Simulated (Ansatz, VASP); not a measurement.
**Two plane-wave programs on Ru**

```xyz
2
Lattice="2.5812 0.0000 0.0000 -1.2906 2.2354 0.0000 0.0000 0.0000 4.0633" Properties=species:S:1:pos:R:3 pbc="T T T"
Ru    0.0000    1.4903    1.0158
Ru    1.2906    0.7451    3.0475
```

Alike in both runs: task single point; functional PBEsol; k mesh 22 × 22 × 12; occupations fermi-dirac, width 0.05 eV; collinear spin.

|  | VASP | Ansatz |
| --- | --- | --- |
| version | VASP 6.6.1 | Ansatz 0.2.0 |
| potentials or method | VASP PAW PBE potentials, release 64 (Ru_pv), cutoff 520 eV | plane waves (420 eV) with PAW, scalar-relativistic |
| valence electrons in the cell | 28 | 32 |

```csv
,VASP,Ansatz,Ansatz less VASP
net moment per atom (μB),0.00,0.00,0.000
```

VASP's potentials were made for PBE, not for PBEsol, and Ansatz warns of the same on its side. With one functional, cell and mesh, what is left measures potentials, basis and numerics. VASP's potentials hold 28 valence electrons a cell and Ansatz's 32, so a difference there can come from the potentials and not from the codes. Ansatz's warnings: seeded moment not kept.
